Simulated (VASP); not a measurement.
Set up this calculation in VASP 6.6.1, as the native input.

```yaml
Task: single point
Functional: PBE
Potentials_or_basis: VASP PAW PBE potentials, release 64 (Ti_sv, Si)
Cutoff: 520 eV
k_mesh: 13 × 13 × 13
Occupations: fermi-dirac, width 0.05 eV
Spin: no spin polarisation
Dipole_correction: no
Further_INCAR_settings: ALGO = Normal; EDIFF = 1e-07; NBANDS = 29
```

The structure of TiSi2 lies in POSCAR:

```
TiSi2
1.0
    0.0000000000      4.1452723180      4.2897226768
    2.4023050964      0.0000000000      4.2897226768
    2.4023050964      4.1452723180      0.0000000000
Ti Si
2 4
Direct
    0.7500000000      0.7500000000      0.7500000000
    0.5000000000      0.5000000000      0.5000000000
    0.0868558212      0.4131441788      0.0868558212
    0.4131441788      0.0868558212      0.4131441788
    0.1631441788      0.8368558212      0.1631441788
    0.8368558212      0.1631441788      0.8368558212
```

The input as run:

INCAR

```
SYSTEM = TiSi2
ALGO = Normal ; EDIFF = 1E-7
ENCUT = 520 ; GGA = PE
ISIF = 2 ; ISMEAR = -1
LASPH = .TRUE. ; LCHARG = .FALSE.
LREAL = .FALSE. ; LWAVE = .FALSE.
NBANDS = 29 ; NELM = 100
PREC = Accurate ; SIGMA = 0.05
```

KPOINTS

```
k-points
0
G
  13 13 13
  0 0 0
```

Potentials or basis: VASP PAW PBE potentials, release 64 (Ti_sv, Si).

The run is started by

```console
$ cat potpaw_PBE.64/Ti_sv/POTCAR potpaw_PBE.64/Si/POTCAR > POTCAR
$ mpirun -np 1 vasp_std > vasp.out
```

Results of the run:

The pressure is -0.6 GPa and the largest force is 0.009 eV/Å. The band gap on the k mesh is zero (bands 20 and 21 overlap by 1.85 eV).

Run time: 31 min on 1 thread of Intel Xeon 8259CL, with other jobs on the host, peak memory 0.76 GiB.
